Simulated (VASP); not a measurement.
Li15S8 (a cell with a defect), 23 atoms in the cell. The cell holds a defect, 23 atoms: a = 8.045 Å, b = 8.045 Å, c = 8.045 Å, α = 60.00°, β = 60.00°, γ = 60.00°. 

| Quantity | Value |
| --- | --- |
| Program | VASP 6.6.1 |
| Task | single point |
| Functional | PBE |
| Potentials or basis | VASP PAW PBE potentials, release 64 (Li_sv, S) |
| Cutoff | 650 eV |
| k mesh | 3 × 3 × 3 |
| Occupations | fermi-dirac, width 0.01 eV |
| Spin | no spin polarisation |
| Dipole correction | no |
| Charge | -1 |
| Further INCAR settings | ALGO = Normal; EDIFF = 1e-06; NBANDS = 64; NELECT = 94.0 |

Potentials or basis: VASP PAW PBE potentials, release 64 (Li_sv, S).

Run with:

```bash
$ cat potpaw_PBE.64/Li_sv/POTCAR potpaw_PBE.64/S/POTCAR > POTCAR
$ mpirun -np 1 vasp_std > vasp.out
```

Hardware: 1 thread of Intel(R) Xeon(R) Platinum 8259CL CPU @ 2.50GHz (Skylake/Cascade Lake) (shared host).

How long does it take, and how much memory?

Wall time 5 min on 1 thread of Intel(R) Xeon(R) Platinum 8259CL CPU @ 2.50GHz (Skylake/Cascade Lake) (shared host), peak memory 0.67 GiB. Counts: scf iterations 16, k points 4.
